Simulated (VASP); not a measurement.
Runs of VASP 6.6.1 on Sc. The structure is that of space group I4/mmm (No. 139), or close to it. The cells are those of the table. 

| cell | gap on the mesh (eV) | pressure (GPa) |
| --- | --- | --- |
| a = 3.019, b = 3.019, c = 3.083 Å, angles 59.3, 59.3, 61.4°, 1 atom | none | 17.4 |
| a = 3.214, b = 3.214, c = 3.339 Å, angles 58.7, 58.7, 62.6°, 1 atom | none | (b) |
| a = 3.221, b = 3.221, c = 3.468 Å, angles 57.4, 57.4, 65.1°, 1 atom | none | (a) |
| a = 3.153, b = 3.153, c = 2.954 Å, angles 62.1, 62.1, 55.9°, 1 atom | none | 13.7 |
| a = 3.342, b = 3.342, c = 3.211 Å, angles 61.3, 61.3, 57.4°, 1 atom | none | -0.3 |

Alike in all rows: task single point; level r2SCAN; potentials or basis VASP PAW PBE potentials, release 64 (Sc_sv); no spin polarisation; k mesh 18 × 18 × 18; cutoff (eV) 520; smearing gaussian 0.15 eV.

Problem. Fill in the values left out.

Solution. (a) 0.1; (b) 2.0.

Caveats: the PAW data sets were made with another functional, which shifts forces and pressure a little; the cell stands under pressure (at least some runs).

A gap of «none» marks levels without a gap at the run's occupations.
